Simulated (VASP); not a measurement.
Crystal: TmHOs.

```
CELL_PARAMETERS angstrom
2.36974 -2.64094 0.00000
2.36974 2.64094 0.00000
0.00000 0.00000 4.38094
ATOMIC_POSITIONS crystal
Tm 0.50000 0.50000 0.50000
H 0.00000 0.00000 0.50000
Os 0.00000 0.00000 0.00000
```

The cell was generated, and may not be a known phase.

```yaml
Program: VASP 6.6.1
Task: relaxation of cell and atoms
Functional: PBE
Potentials_or_basis: VASP PAW PBE potentials, release 64 (Tm_3, H, Os), 4f in core
Cutoff: 600 eV
k_mesh: 6 × 6 × 5
Occupations: gaussian, width 0.2 eV
Spin: no spin polarisation
```

At the start: pressure -23.9 GPa; volume 18.28 Å³/atom.

How do energy, volume and symmetry change on relaxing?

Over 9 steps the energy falls by 545.1 meV/atom and the volume is 13.76 Å³/atom (-24.7 %); space group Cmmm (No. 65, to 0.1 Å) before, P4/mmm (No. 123, to 0.1 Å).

Step by step:
```
step  energy change (eV)  largest force (eV/Å)  pressure (GPa)  volume (Å³)
   1              0.0000                0.0000          -23.88        54.83
   2             -1.1163                0.0000           29.96        35.77
   3             -1.5522                0.0000            0.83        40.94
   4             -1.5519                0.0000            1.86        40.68
   5             -1.6138                0.0000            1.52        40.79
   6             -1.6328                0.0000            1.58        40.83
   7             -1.6331                0.0000            1.65        40.84
   8             -1.6324                0.0000           -1.80        41.78
   9             -1.6353                0.0000            0.01        41.27
```

Final structure:
```xyz
3
Lattice="2.3703 -2.3678 0.0000 2.3703 2.3678 0.0000 0.0000 0.0000 3.6771" Properties=species:S:1:pos:R:3 pbc="T T T"
Tm    2.3703    0.0000    1.8386
H     0.0000    0.0000    1.8386
Os    0.0000    0.0000    0.0000
```

Caveat: the volume moved by over 15 % at a fixed basis, so the end points are rough.
